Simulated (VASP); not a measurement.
# CsSnBr3: single point with PBE

Crystal: CsSnBr3.

```
CELL_PARAMETERS angstrom
5.84115 0.00000 0.00000
0.00000 5.84115 0.00000
0.00000 0.00000 5.84115
ATOMIC_POSITIONS crystal
Cs 0.00000 0.00000 0.00000
Sn 0.50000 0.50000 0.50000
Br 0.50000 0.50000 0.00000
Br 0.50000 0.00000 0.50000
Br 0.00000 0.50000 0.50000
```

```json
{
 "Program": "VASP 6.6.1",
 "Task": "single point",
 "Functional": "PBE",
 "Potentials or basis": "VASP PAW PBE potentials, release 64 (Cs_sv, Sn_d, Br)",
 "Cutoff": "500 eV",
 "k mesh": "4 × 4 × 4",
 "Occupations": "gaussian, width 0.01 eV",
 "Spin": "no spin polarisation",
 "Dipole correction": "no",
 "Further INCAR settings": "ALGO = Normal; EDIFF = 1e-06; NBANDS = 30"
}
```

```yaml
Pressure: 0.7 GPa
Band_gap_on_the_k_mesh: 0.50 eV
```

Levels at points of the mesh, in eV from the valence-band top:
```
           k point  band 20  band 21  band 22  band 23  band 24  band 25
(0.00, 0.00, 0.00)    -2.86    -2.86    -2.86     2.25     3.29     3.29
(0.50, 0.00, 0.00)    -2.98    -2.98    -1.98     1.48     3.68     4.32
(0.50, 0.50, 0.00)    -3.25    -2.51    -0.97     1.03     1.03     3.93
(0.50, 0.50, 0.50)    -2.49    -2.49     0.00     0.50     0.50     0.50
```

Wall time 47 s on 1 thread of Intel(R) Xeon(R) Platinum 8559C (Emerald Rapids), with other jobs on the host, peak memory 0.34 GiB.

Caveat: spin-orbit coupling is left out, which moves the levels of the heavy elements. A k mesh can miss the band edges.
